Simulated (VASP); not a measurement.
# Hf (Fm-3m) in VASP: further runs

Runs on Hf. Level: PBE. Tasks: single point, relaxation of cell and atoms.

Everything below comes from runs of VASP 6.6.1. Logs are shortened: lines on timing, memory, paths and dates and some standing lists are left out, and cuts for length are marked.

### 1 The cell of the first run

The structure is cubic, space group Fm-3m (No. 225). The conventional cell has a = 4.513 Å, b = 4.513 Å, c = 4.513 Å, α = 90.00°, β = 90.00°, γ = 90.00°. Within 4.2 Å of Hf (site symmetry m-3m) lie 12 Hf at 3.19 Å.

### 2 Single point, PBE

The input, INCAR:

```
SYSTEM = Hf
ALGO = Normal
EDIFF = 1E-7
ENCUT = 520
GGA = PE
ISIF = 2
ISMEAR = -1
LASPH = .True.
LCHARG = .False.
LREAL = .False.
LWAVE = .False.
NBANDS = 11
NELM = 60
PREC = Accurate
SIGMA = 0.1
```

The input, KPOINTS:

```
k-points
0
Gamma
  15 15 15
  0 0 0
```

The input, POSCAR:

```
Hf
1.0
    0.0000000000      2.2564524512      2.2564524512
    2.2564524512      0.0000000000      2.2564524512
    2.2564524512      2.2564524512      0.0000000000
Hf
1
Direct
    0.0000000000      0.0000000000      0.0000000000
```

Potentials or basis: VASP PAW PBE potentials, release 64 (Hf_pv).

On the command line:

```console
$ cat potpaw_PBE.64/Hf_pv/POTCAR > POTCAR
$ mpirun -np 1 vasp_std > vasp.out
```

OUTCAR:

```text
SYSTEM = Hf
   EDIFF = 1E-7
   ENCUT = 520
   GGA = PE
   ISIF = 2
   ISMEAR = -1
   LASPH = .True.
   LREAL = .False.
   NELM = 60
   PREC = Accurate

 ion  position               nearest neighbor table
   1  0.000  0.000  0.000-

  LATTYP: Found a face centered cubic cell.
 ALAT       =     4.5129049024

  Lattice vectors:

 A1 = (   0.0000000000,   2.2564524512,   2.2564524512)
 A2 = (   2.2564524512,   0.0000000000,   2.2564524512)
 A3 = (   2.2564524512,   2.2564524512,   0.0000000000)

Analysis of symmetry for initial positions (statically):
=====================================================================
 Subroutine PRICEL returns:
 Original cell was already a primitive cell.

 Routine SETGRP: Setting up the symmetry group for a
 face centered cubic supercell.

 Subroutine GETGRP returns: Found 48 space group operations
 (whereof 48 operations were pure point group operations)
 out of a pool of 48 trial point group operations.

The static configuration has the point symmetry O_h .

Analysis of symmetry for dynamics (positions and initial velocities):
=====================================================================
 Subroutine PRICEL returns:
 Original cell was already a primitive cell.

 Routine SETGRP: Setting up the symmetry group for a
 face centered cubic supercell.

 Subroutine GETGRP returns: Found 48 space group operations
 (whereof 48 operations were pure point group operations)
 out of a pool of 48 trial point group operations.

The dynamic configuration has the point symmetry O_h .

 Subroutine INISYM returns: Found 48 space group operations
 (whereof 48 operations are pure point group operations),
 and found     1 'primitive' translations

----------------------------------------------------------------------------------------

                                     Primitive cell

  volume of cell :      22.9778

  direct lattice vectors                    reciprocal lattice vectors
     0.000000000  2.256452451  2.256452451    -0.221586765  0.221586765  0.221586765
     2.256452451  0.000000000  2.256452451     0.221586765 -0.221586765  0.221586765
     2.256452451  2.256452451  0.000000000     0.221586765  0.221586765 -0.221586765

  length of vectors
     3.191105659  3.191105659  3.191105659     0.383799536  0.383799536  0.383799536

  position of ions in fractional coordinates (direct lattice)
     0.000000000  0.000000000  0.000000000
[... 81 lines left out ...]
   NFREE  =      0    steps in history (QN), initial steepest desc. (CG)
   ISIF   =      2    stress and relaxation
   ISYM   =      2    0-nonsym 1-usesym 2-fastsym
   POTIM  = 0.5000    time-step for ionic-motion
   TEBEG  =    0.0;   TEEND  =   0.0 temperature during run
   PSTRESS=    0.0 pullay stress
   NELECT =      10.0000    total number of electrons
   NUPDOWN=      -1.0000    fix difference up-down
   EMIN   =  10.00;   EMAX   =-10.00  energy-range for DOS
   EFERMI =   0.00;   METHOD = LEGACY
   ISMEAR =    -1;   SIGMA  =   0.10  broadening in eV -4-tet -1-fermi 0-gaus
   EFERMI_NEDOS =   21; number of points for ismear=-14 and -15
   IALGO  =     38    algorithm
   IMIX   =      4    mixing-type and parameters
     AMIX     =   0.40;   BMIX     =  1.00
     AMIX_MAG =   1.60;   BMIX_MAG =  1.00
  volume/ion in A,a.u.               =      22.98       155.06
  Fermi-wavevector in a.u.,A,eV,Ry     =   1.240620  2.344431 20.941231  1.539137
  Thomas-Fermi vector in A             =   2.375053
   LORBIT       =      0    0 simple, 1 ext, 2 COOP (PROOUT), +10 PAW based schemes
   GGA     = PE    functional components
   LHFCALC =     F    Hartree Fock is set to
   AEXX    =    0.0000 exact exchange contribution
   IVDW    =     0    specifies the selected vdW correction
   LEPSILON=     F    determine dielectric tensor
   LRPA    =     F    only Hartree local field effects (RPA)
 non-spin polarized calculation
  energy-cutoff  :      520.00
  volume of cell :       22.98
 maximum number of plane-waves:       635
   NGX = 11   NGY = 11   NGZ = 11

 number of electron      10.0000000 magnetization

 number of electron       9.9999999 magnetization

 Free energy of the ion-electron system (eV)
  ---------------------------------------------------
  ext. energy  EPLUGINS =         0.00000000
  ---------------------------------------------------
  free energy    TOTEN  =        -9.87491003 eV

  energy without entropy =       -9.82585154  energy(sigma->0) =       -9.85038079

 E-fermi :   4.5609     XC(G=0): -11.1649

 val. band max:        4.5595376229   @ k =  -0.3333   0.3333   0.1333
 cond. band min:       4.5808207703   @ k =  -0.4667   0.2667   0.1333
 fundamental gap:      0.0212831474
 Fermi energy:         4.5608948398

 k-point     1 :       0.0000    0.0000    0.0000
  band No.  band energies     occupation
      1     -25.5549      2.00000
      2     -25.5549      2.00000
      3     -25.5549      2.00000
      4      -2.5615      2.00000
      5       5.9481      0.00000
      6       5.9481      0.00000
      7       5.9481      0.00000
      8       8.6433      0.00000
      9       8.6433      0.00000
     10      15.7825      0.00000
     11      17.5309      0.00000
[... 309 lines left out ...]
 k-point    24 :       0.2000    0.1333    0.0000
  band No.  band energies     occupation
      1     -25.7699      2.00000
      2     -25.6226      2.00000
      3     -25.6165      2.00000
      4      -1.2834      2.00000
      5       4.7552      0.25057
      6       6.5266      0.00000
      7       6.6485      0.00000
      8       7.3188      0.00000
      9       9.0644      0.00000
     10      17.5249      0.00000
     11      18.1550      0.00000

 [... further k-points ...]

------------------------ aborting loop because EDIFF is reached ----------------------------------------

  FORCE on cell =-STRESS in cart. coord.  units (eV):
  Direction    XX          YY          ZZ          XY          YZ          ZX
  --------------------------------------------------------------------------------------
  -------------------------------------------------------------------------------------
  Total       -0.3058135     -0.3058135     -0.3058135     -0.0000000      0.0000000     -0.0000000
  in kB      -21.3235119    -21.3235119    -21.3235119     -0.0000000      0.0000000     -0.0000000
  external PRESSURE =     -21.3235119 kB  Pullay stress =       0.0000000 kB

 VOLUME and BASIS-vectors are now :
 -----------------------------------------------------------------------------
  energy-cutoff  :      520.00
  volume of cell :       22.98
      direct lattice vectors                 reciprocal lattice vectors
     0.000000000  2.256452451  2.256452451    -0.221586765  0.221586765  0.221586765
     2.256452451  0.000000000  2.256452451     0.221586765 -0.221586765  0.221586765
     2.256452451  2.256452451  0.000000000     0.221586765  0.221586765 -0.221586765

 POSITION                                       TOTAL-FORCE (eV/Angst)
 -----------------------------------------------------------------------------------
      0.00000      0.00000      0.00000         0.000000      0.000000      0.000000
 -----------------------------------------------------------------------------------
    total drift:                               -0.000000      0.000000     -0.000000

  FREE ENERGIE OF THE ION-ELECTRON SYSTEM (eV)
  ---------------------------------------------------
  free  energy   TOTEN  =        -9.8749100339 eV

  energy  without entropy=       -9.8258515389  energy(sigma->0) =       -9.85038079
```

OSZICAR:

```text
N       E                     dE             d eps       ncg     rms          rms(c)
DAV:   1     0.130695473562E+02    0.13070E+02   -0.56888E+03  2648   0.837E+02
DAV:   2    -0.973369181355E+01   -0.22803E+02   -0.22027E+02  3327   0.154E+02
DAV:   3    -0.102264191449E+02   -0.49273E+00   -0.48446E+00  3316   0.155E+01
DAV:   4    -0.102283733525E+02   -0.19542E-02   -0.19538E-02  3060   0.119E+00
DAV:   5    -0.102283845819E+02   -0.11229E-04   -0.11229E-04  3325   0.797E-02    0.451E+01
DAV:   6    -0.996582291552E+01    0.26256E+00   -0.22175E-01  2946   0.353E+00    0.268E+01
DAV:   7    -0.987967571026E+01    0.86147E-01   -0.34226E-01  3072   0.424E+00    0.127E+00
DAV:   8    -0.987487406394E+01    0.48016E-02   -0.25908E-02  2955   0.115E+00    0.169E-01
DAV:   9    -0.987490944417E+01   -0.35380E-04   -0.45235E-04  3202   0.172E-01    0.519E-02
DAV:  10    -0.987491055830E+01   -0.11141E-05   -0.33928E-05  3063   0.448E-02    0.466E-02
DAV:  11    -0.987491001979E+01    0.53851E-06   -0.44647E-06  3123   0.158E-02    0.305E-03
DAV:  12    -0.987491003386E+01   -0.14064E-07   -0.59571E-08  2253   0.233E-03
   1 F= -.98749100E+01 E0= -.98503808E+01  d E =-.490585E-01
```

stdout:

```text
POSCAR found type information on POSCAR Hf
 POSCAR found :  1 types and       1 ions
 scaLAPACK will be used
 LDA part: xc-table for (Slater+PW92), standard interpolation
 POSCAR, INCAR and KPOINTS ok, starting setup
 FFT: planning ... GRIDC
 FFT: planning ... GRID_SOFT
 FFT: planning ... GRID
 WAVECAR not read
 entering main loop
```

Wall time 15 s (1 thread of Intel Xeon 6975P-C, shared host); peak memory 0.16 GiB.

What came out:

```
Free energy            : -9.8749 eV
Pressure               : -2.1 GPa
Band gap on the k mesh : zero (band 5 reaches 5.95 eV, above the bottom of band 6 at 4.17 eV)
```

Caveat: spin-orbit coupling is left out, which moves the levels of the heavy elements.

### 3 Relaxation of cell and atoms, PBE

This run uses another cell than the first one, of 22.56 Å³/atom, 0.982 times its volume.

The input, INCAR:

```
ALGO     = Normal         # electronic algorithm
EDIFF    = 1E-7           # SCF threshold, eV
EDIFFG   = -0.005         # ionic threshold
ENCUT    = 600            # plane-wave cutoff, eV
GGA      = PE             # functional
IBRION   = 2              # ionic algorithm
ISIF     = 3              # what is computed and relaxed
ISMEAR   = -1             # smearing method
LASPH    = T              # aspherical terms in the spheres
LCHARG   = F              # write CHGCAR
LREAL    = F              # projectors in reciprocal space
LWAVE    = F              # write WAVECAR
NELM     = 60             # most SCF steps
NSW      = 60             # ionic steps
PREC     = Accurate       # precision mode
SIGMA    = 0.1            # smearing width, eV
```

The input, KPOINTS:

```
k-points
0
Gamma
  15 15 15
```

The input, POSCAR:

```
Hf
1.0
    0.0000000000      2.2427254771      2.2427254771
    2.2427254771      0.0000000000      2.2427254771
    2.2427254771      2.2427254771      0.0000000000
Hf
1
Direct
    0.0000000000      0.0000000000      0.0000000000
```

Potentials or basis: VASP PAW PBE potentials, release 64 (Hf_pv).

On the command line:

```console
$ cat potpaw_PBE.64/Hf_pv/POTCAR > POTCAR
$ mpirun -np 1 vasp_std > vasp.out
```

Wall time 48 s (1 thread of Intel Xeon 6975P-C, shared host); peak memory 0.18 GiB.

The run converged. Its results:

* Free energy: -9.8784 eV
* Relaxed volume: 22.49 Å³/atom
* Relaxed cell: a = 3.168 Å, b = 3.168 Å, c = 3.168 Å, α = 60.00°, β = 60.00°, γ = 60.00°
* Space group after relaxing (to 0.05 Å): Fm-3m (No. 225)
* Energy gained by relaxing: 0.1 meV/atom
* Ionic steps: 3
* Pressure after relaxing: 0.0 GPa
* Band gap on the k mesh: zero (band 5 reaches 6.11 eV, above the bottom of band 6 at 4.30 eV)

Final structure:
```
CELL_PARAMETERS angstrom
0.00000 2.24037 2.24037
2.24037 0.00000 2.24037
2.24037 2.24037 0.00000
ATOMIC_POSITIONS crystal
Hf 0.00000 0.00000 0.00000
```

Levels at points of the mesh, in eV from the Fermi level:
```csv
k point,band 3,band 4,band 5,band 6,band 7,band 8
"(0.00, 0.00, 0.00)",-30.04,-7.20,1.40,1.40,1.40,4.17
```

Caveat: spin-orbit coupling is left out, which moves the levels of the heavy elements.

### 4 Relaxation of cell and atoms, PBE, target pressure -1.7 GPa, at which the enthalpy is minimised

The input, INCAR:

```
PREC = Accurate
ENCUT = 600
EDIFF = 1E-7
ISMEAR = -1
SIGMA = 0.1
LREAL = False
LASPH = True
NELM = 100
ALGO = Normal
ISIF = 3
LWAVE = False
LCHARG = False
GGA = PE
IBRION = 2
NSW = 60
EDIFFG = -0.005
PSTRESS = -17.0
```

The input, KPOINTS:

```
Automatic mesh
0
Gamma
  15 15 15
```

The input, POSCAR:

```
Hf
1.0
    0.0000000000      2.2562049166      2.2562049166
    2.2562049166      0.0000000000      2.2562049166
    2.2562049166      2.2562049166      0.0000000000
Hf
1
Direct
    0.0000000000      0.0000000000      0.0000000000
```

On the command line:

```console
$ cat potpaw_PBE.64/Hf_pv/POTCAR > POTCAR
$ mpirun -np 1 vasp_std > vasp.out
```

Run time: 43 s. Hardware: 1 thread of Intel Xeon 6975P-C, shared host; peak memory 0.19 GiB.

It converged, with:

| Property | Result |
| --- | --- |
| Free energy | -9.8764 eV |
| Relaxed volume | 22.88 Å³/atom |
| Relaxed cell | a = 3.186 Å, b = 3.186 Å, c = 3.186 Å, α = 60.00°, β = 60.00°, γ = 60.00° |
| Space group after relaxing (to 0.05 Å) | Fm-3m (No. 225) |
| Energy change on relaxing (the enthalpy is what falls) | -1.1 meV/atom |
| Ionic steps | 3 |
| Pressure after relaxing | -1.7 GPa |
| Band gap on the k mesh | zero (band 5 reaches 5.98 eV, above the bottom of band 6 at 4.20 eV) |

Step by step:
```csv
step,energy change (eV),largest force (eV/Å),pressure (GPa),volume (Å³)
1,0.0000,0.0000,-2.10,22.97
2,-0.0020,0.0000,-1.29,22.78
3,-0.0011,0.0000,-1.70,22.88
```

Final structure:
```
CELL_PARAMETERS angstrom
0.00000 2.25309 2.25309
2.25309 0.00000 2.25309
2.25309 2.25309 0.00000
ATOMIC_POSITIONS crystal
Hf 0.00000 0.00000 0.00000
```

Levels at points of the mesh, in eV from the Fermi level:
```
           k point  band 3  band 4  band 5  band 6  band 7  band 8
(0.00, 0.00, 0.00)  -30.10   -7.14    1.39    1.39    1.39    4.10
```

Caveat: the cell is relaxed towards a set pressure, so the enthalpy falls and the energy may rise; spin-orbit coupling is left out, which moves the levels of the heavy elements.

### 5 Overview

| task | cell | cutoff (eV) | gap on the mesh (eV) | pressure (GPa) |
| --- | --- | --- | --- | --- |
| single point | a = 3.191 Å, angles 60.0°, 1 atom | 520 | none | -2.1 |
| relaxation of cell and atoms | relaxed from a = 3.172 Å, angles 60.0°, 1 atom | 600 | none | 0.0 |
| relaxation of cell and atoms | relaxed to -1.7 GPa from a = 3.191 Å, angles 60.0°, 1 atom | 600 | none | -1.7 |

Alike in all rows: level PBE; potentials or basis VASP PAW PBE potentials, release 64 (Hf_pv); no spin polarisation; k mesh 15 × 15 × 15; smearing fermi-dirac 0.1 eV.

Caveats: spin-orbit coupling is left out, which moves the levels of the heavy elements; the cell is relaxed towards a set pressure, so the enthalpy falls and the energy may rise (some runs).

Absolute energies hang on the potentials; compare differences alone.
